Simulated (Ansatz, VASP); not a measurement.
# One calculation of HPt6, two programs

INCAR

```
SYSTEM = HPt6
ALGO     = Normal         ! electronic algorithm
DIPOL    = 0.5 0.5 0.298
EDIFF    = 1E-6           ! SCF threshold, eV
ENCUT    = 520            ! plane-wave cutoff, eV
GGA      = PE             ! functional
IDIPOL   = 3            
ISIF     = 2              ! what is computed and relaxed
ISMEAR   = 0              ! smearing method
LASPH    = .True.         ! aspherical terms in the spheres
LCHARG   = .False.        ! write CHGCAR
LDIPOL   = .True.       
LREAL    = .False.        ! projectors in reciprocal space
LWAVE    = .False.        ! write WAVECAR
NBANDS   = 74             ! bands
NELM     = 100            ! most SCF steps
PREC     = Accurate       ! precision mode
SIGMA    = 0.1            ! smearing width, eV
```

File KPOINTS:

```
k-points
0
Gamma
  6 6 1
  0 0 0
```

File POSCAR:

```
HPt6
1.0
    5.6145835605      0.0000000000      0.0000000000
   -2.8072917802      4.8623719950      0.0000000000
    0.0000000000      0.0000000000     22.6197373747
Pt H
12 2
Direct
    0.3333333333      0.1666666667      0.1768367127
    0.3333333333      0.6666666667      0.1768367127
    0.8333333333      0.1666666667      0.1768367127
    0.8333333333      0.6666666667      0.1768367127
    0.1666666667      0.3333333333      0.2789580515
    0.1666666667      0.8333333333      0.2789580515
    0.6666666667      0.3333333333      0.2789580515
    0.6666666667      0.8333333333      0.2789580515
    0.0000000000      0.0000000000      0.3810715055
    0.0000000000      0.5000000000      0.3810715055
    0.5000000000      0.0000000000      0.3810715055
    0.5000000000      0.5000000000      0.3810715055
    0.1350869492      0.2701738984      0.4151125727
    0.3649130508      0.7298261016      0.4151125727
```

Input for Ansatz:

```yaml
crystal:
  lattice:
    - [5.6145835605, 0.0, 0.0]
    - [-2.8072917802, 4.862371995, 0.0]
    - [0.0, 0.0, 22.6197373747]
  atoms:
    - { symbol: Pt, position: [0.3333333333, 0.1666666667, 0.1768367127] }
    - { symbol: Pt, position: [0.3333333333, 0.6666666667, 0.1768367127] }
    - { symbol: Pt, position: [0.8333333333, 0.1666666667, 0.1768367127] }
    - { symbol: Pt, position: [0.8333333333, 0.6666666667, 0.1768367127] }
    - { symbol: Pt, position: [0.1666666667, 0.3333333333, 0.2789580515] }
    - { symbol: Pt, position: [0.1666666667, 0.8333333333, 0.2789580515] }
    - { symbol: Pt, position: [0.6666666667, 0.3333333333, 0.2789580515] }
    - { symbol: Pt, position: [0.6666666667, 0.8333333333, 0.2789580515] }
    - { symbol: Pt, position: [0.0, 0.0, 0.3810715055] }
    - { symbol: Pt, position: [0.0, 0.5, 0.3810715055] }
    - { symbol: Pt, position: [0.5, 0.0, 0.3810715055] }
    - { symbol: Pt, position: [0.5, 0.5, 0.3810715055] }
    - { symbol: H, position: [0.1350869492, 0.2701738984, 0.4151125727] }
    - { symbol: H, position: [0.3649130508, 0.7298261016, 0.4151125727] }
basis:
  ecutwfc: 420
kpoints:
  mp_grid: { grid: [6, 6, 1] }
hamiltonian:
  xc: pbe
scf:
  occupations: { method: gaussian, width: 0.1 }
output:
  forces: true
  eigenvalues: true
efield:
  axis: 3
  dipole_correction: true
  ramp_width: 0.04
```

Alike in both runs: task single point; functional PBE; k mesh 6 × 6 × 1; occupations gaussian, width 0.1 eV; no spin polarisation.

|  | VASP | Ansatz |
| --- | --- | --- |
| version | VASP 6.6.1 | Ansatz 0.2.0 |
| potentials or method | VASP PAW PBE potentials, release 64 (Pt, H), cutoff 520 eV | scalar-relativistic, plane waves, PAW |
| valence electrons in the cell | 122 | 218 |

```tsv
	VASP	Ansatz	Ansatz less VASP
gap on the k mesh at the Fermi level (eV)	none	none	-
rms of the force components (eV/Å)	0.844	0.822	-0.0221
```

Atom by atom the forces differ by 0.025 eV/Å (rms over components). A gap of «none» marks a metal or a gap that the smearing closes. VASP's potentials hold 122 valence electrons a cell and Ansatz's 218, so a difference there can come from the potentials and not from the codes.

Spin-orbit coupling is off throughout.
